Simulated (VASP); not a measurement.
Input of a VASP 6.6.1 run:

Contents of INCAR:

```
PREC = Accurate
ENCUT = 520
EDIFF = 1E-7
ISMEAR = -1
SIGMA = 0.1
LREAL = False
LASPH = True
NELM = 100
ALGO = Normal
ISIF = 2
LWAVE = False
LCHARG = False
GGA = CA
NBANDS = 28
```

Contents of KPOINTS:

```
Automatic mesh
0
Gamma
  4 4 4
```

The input POSCAR:

```
SrCa3
1.0
    0.0000000000      4.5178760000      4.5178760000
    4.5178760000      0.0000000000      4.5178760000
    4.5178760000      4.5178760000      0.0000000000
Sr Ca
1 3
Direct
    0.0000000000      0.0000000000      0.0000000000
    0.2500000000      0.2500000000      0.2500000000
    0.7500000000      0.7500000000      0.7500000000
    0.5000000000      0.5000000000      0.5000000000
```

Potentials or basis: VASP PAW LDA potentials, release 64 (Sr_sv, Ca_sv).

Launch:

```console
$ cat potpaw_LDA.64/Sr_sv/POTCAR potpaw_LDA.64/Ca_sv/POTCAR > POTCAR
$ mpirun -np 1 vasp_std > vasp.out
```

(1) What does it give for the pressure?

(2) What does it give for the band gap on the k mesh?

Results:

(1) -2.0 GPa.

(2) zero (band 20 reaches 1.84 eV, above the bottom of band 21 at 1.63 eV).
